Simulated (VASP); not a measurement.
Here is a VASP 6.6.1 calculation.

File INCAR:

```
SYSTEM = Nb4N
PREC = Accurate ; ENCUT = 520
EDIFF = 1E-6 ; ISMEAR = 0
SIGMA = 0.1 ; LREAL = .FALSE.
LASPH = .TRUE. ; NELM = 100
ALGO = Normal ; ISIF = 2
LWAVE = .FALSE. ; LCHARG = .FALSE.
GGA = PE ; NBANDS = 36
```

Contents of KPOINTS:

```
Automatic mesh
0
G
  4 4 4
  0 0 0
```

POSCAR

```
Nb4N
1.0
   -2.7305996883      2.7305996883      2.7305996883
    2.7305996883     -2.7305996883      2.7305996883
    2.7305996883      2.7305996883     -2.7305996883
Nb N
4 1
Direct
    0.0000000000      0.0000000000      0.5254595120
    0.5254595120      0.0000000000      0.0000000000
    0.0000000000      0.5254595120      0.0000000000
    0.4745404880      0.4745404880      0.4745404880
    0.0000000000      0.0000000000      0.0000000000
```

Potentials or basis: VASP PAW PBE potentials, release 64 (Nb_sv, N).

Run with:

```bash
$ cat potpaw_PBE.64/Nb_sv/POTCAR potpaw_PBE.64/N/POTCAR > POTCAR
$ mpirun -np 1 vasp_std > vasp.out
```

Task: Estimate the largest force.

Result: 0.019 eV/Å.

Task: What does it give for the pressure?

Result: -0.4 GPa.

Forces on the atoms (eV/Å):
```
Nb  -0.011 -0.011  0.011
Nb   0.011 -0.011 -0.011
Nb  -0.011  0.011 -0.011
Nb   0.011  0.011  0.011
N    0.000  0.000  0.000
```

Caveat: the k points lie up to 0.41 Å⁻¹ apart.
